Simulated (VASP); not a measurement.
Write the native input for VASP 6.6.1 that does the following.

```
Task                   : single point
Functional             : PBE
Potentials or basis    : VASP PAW PBE potentials, release 64 (Ga_d, N)
Cutoff                 : 520 eV
k mesh                 : 1 × 1 × 1, shifted
Occupations            : gaussian, width 0.01 eV
Spin                   : no spin polarisation
Dipole correction      : no
Further INCAR settings : LREAL = Auto; ALGO = Normal; EDIFF = 1e-06; NBANDS = 166
```

The structure of GaN lies in POSCAR:

```
GaN
1.0
    6.4372426918      0.0000000000      0.0000000000
   -3.2186213459      5.5748157015      0.0000000000
    0.0000000000      0.0000000000     10.4870679887
Ga N
16 16
Direct
    0.3333333334      0.1666666666      0.2495684330
    0.1666666666      0.3333333334      0.4995684330
    0.3333333334      0.1666666666      0.7495684330
    0.1666666666      0.3333333334      0.9995684330
    0.3333333334      0.6666666666      0.2495684330
    0.1666666666      0.8333333333      0.4995684330
    0.3333333334      0.6666666666      0.7495684330
    0.1666666666      0.8333333333      0.9995684330
    0.8333333333      0.1666666666      0.2495684330
    0.6666666666      0.3333333334      0.4995684330
    0.8333333333      0.1666666666      0.7495684330
    0.6666666666      0.3333333334      0.9995684330
    0.8333333333      0.6666666666      0.2495684330
    0.6666666666      0.8333333333      0.4995684330
    0.8333333333      0.6666666666      0.7495684330
    0.6666666666      0.8333333333      0.9995684330
    0.3333333334      0.1666666666      0.4379315670
    0.1666666666      0.3333333334      0.1879315670
    0.3333333334      0.1666666666      0.9379315670
    0.1666666666      0.3333333334      0.6879315670
    0.3333333334      0.6666666666      0.4379315670
    0.1666666666      0.8333333333      0.1879315670
    0.3333333334      0.6666666666      0.9379315670
    0.1666666666      0.8333333333      0.6879315670
    0.8333333333      0.1666666666      0.4379315670
    0.6666666666      0.3333333334      0.1879315670
    0.8333333333      0.1666666666      0.9379315670
    0.6666666666      0.3333333334      0.6879315670
    0.8333333333      0.6666666666      0.4379315670
    0.6666666666      0.8333333333      0.1879315670
    0.8333333333      0.6666666666      0.9379315670
    0.6666666666      0.8333333333      0.6879315670
```

These files were run (other wordings do the same):

INCAR

```
PREC = Accurate
ENCUT = 520
EDIFF = 1E-6
ISMEAR = 0
SIGMA = 0.01
LREAL = Auto
LASPH = True
NELM = 80
ALGO = Normal
ISIF = 2
LWAVE = False
LCHARG = False
GGA = PE
NBANDS = 166
```

KPOINTS

```
Automatic mesh
0
Gamma
  1 1 1
  0.25 0.25 0.25
```

Potentials or basis: VASP PAW PBE potentials, release 64 (Ga_d, N).

Command:

```bash
$ cat potpaw_PBE.64/Ga_d/POTCAR potpaw_PBE.64/N/POTCAR > POTCAR
$ mpirun -np 1 vasp_std > vasp.out
```

Results of the run:

```
Pressure               : -0.8 GPa
Largest force          : 0.061 eV/Å
Band gap on the k mesh : 4.51 eV
```

Caveat: the k points lie up to 1.13 Å⁻¹ apart, too coarse for converged energies, forces and pressures; a shifted mesh leaves out Γ, where band edges can lie.

Wall time 3 min on 1 thread of Intel(R) Xeon(R) Platinum 8488C (Sapphire Rapids) (shared host), peak memory 0.44 GiB.
